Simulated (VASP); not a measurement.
# KCl (Pm-3m) in VASP: a series of runs

KCl is run at these levels: PBE, r2SCAN; tasks: single point.

All numbers are computed with VASP 6.6.1; they aren't measurements. Logs are shortened: lines on timing, memory, paths and dates and some standing lists are left out, and cuts for length are marked.

**1. The cell of the first run**

It takes space group Pm-3m (No. 221, cubic). The conventional cell has a = 3.994 Å, b = 3.994 Å, c = 3.994 Å, α = 90.00°, β = 90.00°, γ = 90.00°. Within 4.5 Å of K (site symmetry m-3m) lie 8 Cl at 3.46 Å and 6 K at 3.99 Å. Cl (site symmetry m-3m) has 8 K at 3.46 Å and 6 Cl at 3.99 Å within 4.5 Å.

**2. Single point, PBE (strain +5.9%)**

Contents of INCAR:

```
SYSTEM = KCl
PREC = Accurate
ENCUT = 520
EDIFF = 1E-7
ISMEAR = -1
SIGMA = 0.02
LREAL = .False.
LASPH = .True.
NELM = 100
ALGO = Normal
ISIF = 2
LWAVE = .False.
LCHARG = .True.
GGA = PE
LELF = .True.
LVHAR = .True.
NBANDS = 15
```

Contents of KPOINTS:

```
regular mesh
0
Gamma
  8 8 8
  0 0 0
```

Contents of POSCAR:

```
KCl
1.0
    3.9936633810      0.0000000000      0.0000000000
    0.0000000000      3.9936633810      0.0000000000
    0.0000000000      0.0000000000      3.9936633810
K Cl
1 1
Direct
    0.0000000000      0.0000000000      0.0000000000
    0.5000000000      0.5000000000      0.5000000000
```

Potentials or basis: VASP PAW PBE potentials, release 64 (K_sv, Cl).

Launch:

```console
$ cat potpaw_PBE.64/K_sv/POTCAR potpaw_PBE.64/Cl/POTCAR > POTCAR
$ mpirun -np 1 vasp_std > vasp.out
```

OUTCAR:

```text
SYSTEM = KCl
   PREC = Accurate
   ENCUT = 520
   EDIFF = 1E-7
   ISMEAR = -1
   LREAL = .False.
   LASPH = .True.
   NELM = 100
   ISIF = 2
   GGA = PE

 ion  position               nearest neighbor table
   1  0.000  0.000  0.000-
   2  0.500  0.500  0.500-

  LATTYP: Found a simple cubic cell.
 ALAT       =     3.9936633810

  Lattice vectors:

 A1 = (   3.9936633810,   0.0000000000,   0.0000000000)
 A2 = (   0.0000000000,   3.9936633810,   0.0000000000)
 A3 = (   0.0000000000,   0.0000000000,   3.9936633810)

Analysis of symmetry for initial positions (statically):
=====================================================================
 Subroutine PRICEL returns:
 Original cell was already a primitive cell.

 Routine SETGRP: Setting up the symmetry group for a
 simple cubic supercell.

 Subroutine GETGRP returns: Found 48 space group operations
 (whereof 48 operations were pure point group operations)
 out of a pool of 48 trial point group operations.

The static configuration has the point symmetry O_h .

Analysis of symmetry for dynamics (positions and initial velocities):
=====================================================================
 Subroutine PRICEL returns:
 Original cell was already a primitive cell.

 Routine SETGRP: Setting up the symmetry group for a
 simple cubic supercell.

 Subroutine GETGRP returns: Found 48 space group operations
 (whereof 48 operations were pure point group operations)
 out of a pool of 48 trial point group operations.

The dynamic configuration has the point symmetry O_h .

 Subroutine INISYM returns: Found 48 space group operations
 (whereof 48 operations are pure point group operations),
 and found     1 'primitive' translations

----------------------------------------------------------------------------------------

                                     Primitive cell

  volume of cell :      63.6963

  direct lattice vectors                    reciprocal lattice vectors
     3.993663381  0.000000000  0.000000000     0.250396667  0.000000000  0.000000000
     0.000000000  3.993663381  0.000000000     0.000000000  0.250396667  0.000000000
     0.000000000  0.000000000  3.993663381     0.000000000  0.000000000  0.250396667

  length of vectors
     3.993663381  3.993663381  3.993663381     0.250396667  0.250396667  0.250396667

  position of ions in fractional coordinates (direct lattice)
     0.000000000  0.000000000  0.000000000
     0.500000000  0.500000000  0.500000000

  ion indices of the primitive-cell ions
   primitive index   ion index
                 1           1
                 2           2

----------------------------------------------------------------------------------------

 KPOINTS: regular mesh

Automatic generation of k-mesh.
 Grid dimensions read from file:
 generate k-points for:    8    8    8

 Generating k-lattice:

  Cartesian coordinates                     Fractional coordinates (reciprocal lattice)
     0.031299583  0.000000000  0.000000000     0.125000000  0.000000000  0.000000000
     0.000000000  0.031299583  0.000000000     0.000000000  0.125000000  0.000000000
     0.000000000  0.000000000  0.031299583     0.000000000  0.000000000  0.125000000

  Length of vectors
     0.031299583  0.031299583  0.031299583

  Shift w.r.t. Gamma in fractional coordinates (k-lattice)
     0.000000000  0.000000000  0.000000000

 Subroutine IBZKPT returns following result:
 ===========================================

 Found     35 irreducible k-points:

 Following reciprocal coordinates:
            Coordinates               Weight
  0.000000  0.000000  0.000000      1.000000
  0.125000  0.000000  0.000000      6.000000
  0.250000  0.000000  0.000000      6.000000
  0.375000  0.000000  0.000000      6.000000
  0.500000  0.000000  0.000000      3.000000
  0.125000  0.125000  0.000000     12.000000
[... 16 lines left out ...]
  0.375000  0.375000  0.125000     24.000000
  0.500000  0.375000  0.125000     24.000000
 [... further k-points ...]
   k-points           NKPTS =     35   k-points in BZ     NKDIM =     35   number of bands    NBANDS=     15
   number of dos      NEDOS =    301   number of ions     NIONS =      2
   total plane-waves  NPLWV =  27000
   dimension x,y,z NGX =    30 NGY =   30 NGZ =   30
   dimension x,y,z NGXF=    60 NGYF=   60 NGZF=   60
   ions per type =               1   1
   NGX,Y,Z   is equivalent  to a cutoff of  12.49, 12.49, 12.49 a.u.
   NGXF,Y,Z  is equivalent  to a cutoff of  24.98, 24.98, 24.98 a.u.
 SYSTEM =  KCl
   PREC   = accura    normal or accurate (medium, high low for compatibility)
   ISTART =      0    job   : 0-new  1-cont  2-samecut
   ICHARG =      2    charge: 1-file 2-atom 10-const
   ISPIN  =      1    spin polarized calculation?
   LNONCOLLINEAR =      F non collinear calculations
   LSORBIT =      F    spin-orbit coupling
   LASPH  =      T    aspherical Exc in radial PAW
   ENCUT  =  520.0 eV  38.22 Ry    6.18 a.u.   7.43  7.43  7.43*2*pi/ulx,y,z
   NELM   =    100;   NELMIN=  2; NELMDL= -5     # of ELM steps
   EDIFF  = 0.1E-06   stopping-criterion for ELM
   LREAL  =      F    real-space projection
   EDIFFG = 0.1E-05   stopping-criterion for IOM
   NSW    =      0    number of steps for IOM
   IBRION =     -1    ionic relax: 0-MD 1-quasi-New 2-CG
   NFREE  =      0    steps in history (QN), initial steepest desc. (CG)
   ISIF   =      2    stress and relaxation
   ISYM   =      2    0-nonsym 1-usesym 2-fastsym
   POTIM  = 0.5000    time-step for ionic-motion
   TEBEG  =    0.0;   TEEND  =   0.0 temperature during run
   PSTRESS=    0.0 pullay stress
   NELECT =      16.0000    total number of electrons
   NUPDOWN=      -1.0000    fix difference up-down
   EMIN   =  10.00;   EMAX   =-10.00  energy-range for DOS
   EFERMI =   0.00;   METHOD = LEGACY
   ISMEAR =    -1;   SIGMA  =   0.02  broadening in eV -4-tet -1-fermi 0-gaus
   EFERMI_NEDOS =   21; number of points for ismear=-14 and -15
   IALGO  =     38    algorithm
   IMIX   =      4    mixing-type and parameters
     AMIX     =   0.40;   BMIX     =  1.00
     AMIX_MAG =   1.60;   BMIX_MAG =  1.00
  volume/ion in A,a.u.               =      31.85       214.92
  Fermi-wavevector in a.u.,A,eV,Ry     =   1.032944  1.951981 14.517048  1.066973
  Thomas-Fermi vector in A             =   2.167166
   LORBIT       =      0    0 simple, 1 ext, 2 COOP (PROOUT), +10 PAW based schemes
   GGA     = PE    functional components
   LHFCALC =     F    Hartree Fock is set to
   AEXX    =    0.0000 exact exchange contribution
   IVDW    =     0    specifies the selected vdW correction
   LEPSILON=     F    determine dielectric tensor
   LRPA    =     F    only Hartree local field effects (RPA)
 non-spin polarized calculation
  energy-cutoff  :      520.00
  volume of cell :       63.70
 maximum number of plane-waves:      1747
 NGX is ok and might be reduce to    30
   NGX = 15   NGY = 15   NGZ = 15

 number of electron      15.9999996 magnetization

 Free energy of the ion-electron system (eV)
  ---------------------------------------------------
  ext. energy  EPLUGINS =         0.00000000
  ---------------------------------------------------
  free energy    TOTEN  =        -6.61428425 eV

  energy without entropy =       -6.61428425  energy(sigma->0) =       -6.61428425

 E-fermi :  -0.8758     XC(G=0):  -7.5730

 val. band max:       -1.3597873506   @ k =   0.5000   0.5000   0.0000
 cond. band min:       2.9880837714   @ k =   0.0000   0.0000   0.0000
 fundamental gap:      4.3478711220
 Fermi energy:        -0.8758486084

 k-point     1 :       0.0000    0.0000    0.0000
  band No.  band energies     occupation
      1     -29.6602      2.00000
      2     -13.7288      2.00000
      3     -13.0647      2.00000
      4     -13.0647      2.00000
      5     -13.0647      2.00000
      6      -1.5386      2.00000
      7      -1.5386      2.00000
      8      -1.5386      2.00000
      9       2.9881      0.00000
     10       5.2639      0.00000
     11       5.2639      0.00000
     12       8.9323      0.00000
     13       8.9323      0.00000
     14       8.9323      0.00000
     15      11.7890      0.00000

 k-point     2 :       0.1250    0.0000    0.0000
  band No.  band energies     occupation
      1     -29.6585      2.00000
      2     -13.7564      2.00000
      3     -13.0619      2.00000
      4     -13.0619      2.00000
      5     -13.0407      2.00000
      6      -1.7757      2.00000
      7      -1.5363      2.00000
      8      -1.5363      2.00000
      9       3.3128      0.00000
     10       5.3777      0.00000
     11       5.5097      0.00000
     12       8.8677      0.00000
     13       8.8677      0.00000
     14       8.9939      0.00000
     15      11.2688      0.00000

 k-point     3 :       0.2500    0.0000    0.0000
  band No.  band energies     occupation
      1     -29.6546      2.00000
      2     -13.8196      2.00000
      3     -13.0552      2.00000
      4     -13.0552      2.00000
      5     -12.9850      2.00000
      6      -2.2620      2.00000
      7      -1.5310      2.00000
      8      -1.5310      2.00000
      9       4.0976      0.00000
     10       5.7024      0.00000
     11       6.0706      0.00000
     12       8.7498      0.00000
     13       8.7498      0.00000
     14       9.1551      0.00000
     15      10.1991      0.00000
[... 343 lines left out ...]
 k-point    23 :       0.3750    0.3750    0.1250
  band No.  band energies     occupation
      1     -29.6400      2.00000
      2     -13.6462      2.00000
      3     -13.1876      2.00000
      4     -13.0869      2.00000
      5     -13.0542      2.00000
      6      -2.3625      2.00000
      7      -2.2786      2.00000
      8      -1.5789      2.00000
      9       5.2626      0.00000
     10       6.1643      0.00000
     11       7.4445      0.00000
     12       7.5376      0.00000
     13       8.1267      0.00000
     14       8.2541      0.00000
     15      10.4408      0.00000

 k-point    24 :       0.5000    0.3750    0.1250
  band No.  band energies     occupation
      1     -29.6385      2.00000
      2     -13.6023      2.00000
      3     -13.1852      2.00000
      4     -13.1407      2.00000
      5     -13.0555      2.00000
      6      -2.4394      2.00000
      7      -2.2688      2.00000
      8      -1.5601      2.00000
      9       5.1358      0.00000
     10       6.1447      0.00000
     11       7.3688      0.00000
     12       7.5045      0.00000
     13       8.3034      0.00000
     14       8.6562      0.00000
     15      10.2130      0.00000

 [... further k-points ...]
[... 5 lines left out ...]
  --------------------------------------------------------------------------------------
  -------------------------------------------------------------------------------------
  Total       -0.6774748     -0.6774748     -0.6774748     -0.0000000      0.0000000      0.0000000
  in kB      -17.0407755    -17.0407755    -17.0407755     -0.0000000      0.0000000      0.0000000
  external PRESSURE =     -17.0407755 kB  Pullay stress =       0.0000000 kB

 VOLUME and BASIS-vectors are now :
 -----------------------------------------------------------------------------
  energy-cutoff  :      520.00
  volume of cell :       63.70
      direct lattice vectors                 reciprocal lattice vectors
     3.993663381  0.000000000  0.000000000     0.250396667  0.000000000  0.000000000
     0.000000000  3.993663381  0.000000000     0.000000000  0.250396667  0.000000000
     0.000000000  0.000000000  3.993663381     0.000000000  0.000000000  0.250396667

 POSITION                                       TOTAL-FORCE (eV/Angst)
 -----------------------------------------------------------------------------------
      0.00000      0.00000      0.00000         0.000000      0.000000      0.000000
      1.99683      1.99683      1.99683         0.000000      0.000000      0.000000
 -----------------------------------------------------------------------------------
    total drift:                                0.000000      0.000000     -0.000000

  FREE ENERGIE OF THE ION-ELECTRON SYSTEM (eV)
  ---------------------------------------------------
  free  energy   TOTEN  =        -6.6142842457 eV

  energy  without entropy=       -6.6142842457  energy(sigma->0) =       -6.61428425
```

Wall time 48 s (1 thread of Intel Xeon 8259CL, shared host); peak memory 0.18 GiB.

Results:

| Property | Result |
| --- | --- |
| Free energy | -6.6143 eV |
| Pressure | -1.7 GPa |
| Band gap on the k mesh | 4.35 eV (least direct gap 4.53 eV) |

Levels at points of the mesh, in eV from the valence-band top:
```
           k point  band 4  band 5  band 6  band 7  band 8  band 9  band 10  band 11  band 12  band 13
(0.00, 0.00, 0.00)  -11.70  -11.70   -0.18   -0.18   -0.18    4.35     6.62     6.62    10.29    10.29
(0.50, 0.00, 0.00)  -11.69  -11.55   -1.46   -0.16   -0.16    7.15     7.58     7.79    10.05    10.05
(0.50, 0.50, 0.00)  -11.85  -11.67   -1.02   -1.02    0.00    6.07     7.11     8.79     8.79    10.41
(0.50, 0.50, 0.50)  -11.82  -11.82   -1.06   -1.06   -1.06    8.43     8.43     8.43     9.37     9.37
```

Caveat: the cell differs from its parent crystal (strain +5.9%). A k mesh can miss the band edges.

**3. Single point, r2SCAN (strain +5.9%)**

POSCAR is that of step 2.

Contents of INCAR.step1:

```
SYSTEM = KCl
ALGO     = Normal         ! electronic algorithm
EDIFF    = 1E-4           ! SCF threshold, eV
ENCUT    = 520            ! plane-wave cutoff, eV
GGA      = PE             ! functional
ISMEAR   = 0              ! smearing method
LASPH    = .True.         ! aspherical terms in the spheres
LCHARG   = .False.        ! write CHGCAR
LREAL    = .False.        ! projectors in reciprocal space
LWAVE    = .True.         ! write WAVECAR
NBANDS   = 15             ! bands
NELM     = 100            ! most SCF steps
PREC     = Accurate       ! precision mode
SIGMA    = 0.01           ! smearing width, eV
```

Contents of INCAR.step2:

```
SYSTEM = KCl
ALGO     = Normal         ! electronic algorithm
EDIFF    = 1E-7           ! SCF threshold, eV
ENCUT    = 520            ! plane-wave cutoff, eV
ISIF     = 2              ! what is computed and relaxed
ISMEAR   = 0              ! smearing method
ISTART   = 1            
LASPH    = .True.         ! aspherical terms in the spheres
LCHARG   = .False.        ! write CHGCAR
LMIXTAU  = .True.       
LREAL    = .False.        ! projectors in reciprocal space
LWAVE    = .False.        ! write WAVECAR
METAGGA  = R2SCAN         ! meta-GGA
NBANDS   = 15             ! bands
NELM     = 100            ! most SCF steps
PREC     = Accurate       ! precision mode
SIGMA    = 0.01           ! smearing width, eV
```

Contents of KPOINTS:

```
k-points
0
Gamma
  8 8 8
  0 0 0
```

Potentials or basis: VASP PAW PBE potentials, release 64 (K_sv, Cl).

Launch:

```console
$ cat potpaw_PBE.64/K_sv/POTCAR potpaw_PBE.64/Cl/POTCAR > POTCAR
$ cp INCAR.step1 INCAR
$ mpirun -np 1 vasp_std > vasp.out
$ cp INCAR.step2 INCAR
$ mpirun -np 1 vasp_std > vasp.out
```

Run time: 3.2 min. Hardware: 1 thread of Intel Xeon 8259CL, shared host; peak memory 0.18 GiB.

The run converged. Its results:

- Free energy: -16.3131 eV
- Pressure: -2.6 GPa
- Band gap on the k mesh: 5.08 eV (least direct gap 5.26 eV)

Levels at points of the mesh, in eV from the valence-band top:
```tsv
k point	band 6	band 7	band 8	band 9	band 10	band 11
(0.00, 0.00, 0.00)	-0.18	-0.18	-0.18	5.08	7.21	7.21
(0.50, 0.00, 0.00)	-1.46	-0.16	-0.16	7.87	8.35	8.43
(0.50, 0.50, 0.00)	-1.03	-1.03	0.00	6.72	7.85	9.56
(0.50, 0.50, 0.50)	-1.07	-1.07	-1.07	9.10	9.10	9.10
```

Caveat: the cell differs from its parent crystal (strain +5.9%); the PAW data sets were made with another functional, which shifts forces and pressure a little. A k mesh can miss the band edges.
